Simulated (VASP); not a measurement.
Runs of VASP 6.6.1 on GaN. The structure is that of space group Fm-3m (No. 225), or close to it. The cells are those of the table. 

```csv
task,cell,cutoff (eV),gap on the mesh (eV),pressure (GPa)
relaxation of cell and atoms,"relaxed to 10 GPa from a = 3.020 Å, angles 60.0°, 2 atoms",600,(d),9.9
relaxation of cell and atoms,"relaxed to 5 GPa from a = 3.020 Å, angles 60.0°, 2 atoms",600,0.73,5.1
single point,"a = 2.920 Å, angles 60.0°, 2 atoms",520,0.88,11.7
single point,"a = 2.889 Å, angles 60.0°, 2 atoms",520,(c),21.9
relaxation of cell and atoms,"relaxed to 20 GPa from a = 3.020 Å, angles 60.0°, 2 atoms",600,1.06,20.0
single point,"a = 2.956 Å, angles 60.0°, 2 atoms",520,0.64,(a)
single point,"a = 2.937 Å, angles 60.0°, 2 atoms",520,0.76,(b)
```

Alike in all rows: level LDA; potentials or basis VASP PAW LDA potentials, release 64 (Ga_d, N); no spin polarisation; k mesh 8 × 8 × 8; smearing gaussian 0.01 eV.

**Question.** Estimate the missing entries.

**Answer.** (a) 1.4; (b) 6.6; (c) 1.10; (d) 0.85.

Caveats: the cell is relaxed towards a set pressure, so the run minimises the enthalpy, not the energy (at least some runs); semilocal functionals underestimate gaps, and a narrow one can read as zero (at least some runs); the cell stands under pressure (at least some runs).

A k mesh can miss the band edges, and the runs leave out spin-orbit coupling on Ga.
